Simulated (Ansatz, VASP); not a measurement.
# CaO in VASP and in Ansatz

```
Ca O
1.0
     3.28640    0.00000    0.00000
    -1.64320    2.84611    0.00000
     0.00000    0.00000    5.75557
Ca O
2 2
Direct
  0.00000 0.00000 0.00000
  0.00000 0.00000 0.50000
  0.33333 0.66667 0.25000
  0.66667 0.33333 0.75000
```

Alike in both runs: task single point; functional r2SCAN; k mesh 9 × 9 × 4; no spin polarisation.

|  | VASP | Ansatz |
| --- | --- | --- |
| version | VASP 6.6.1 | Ansatz 0.2.0 |
| potentials or method | VASP PAW PBE potentials, release 64 (Ca_sv, O_h) | plane waves, PAW |
| plane-wave cutoff (eV) | 1480 | 500 |
| occupations | gaussian, width 0.01 eV | fixed |
| valence electrons in the cell | 32 | 32 |

|  | VASP | Ansatz | Ansatz less VASP |
| --- | --- | --- | --- |
| gap on the k mesh at the Fermi level (eV) | 4.45 | 4.45 | 0.000 |
| pressure (GPa) | 4.8 | 3.7 | -1.11 |
| traceless stress, the component that is largest in VASP (GPa) | 0.36 | 0.21 | -0.150 |

VASP's potentials were made for PBE, not for r2SCAN.
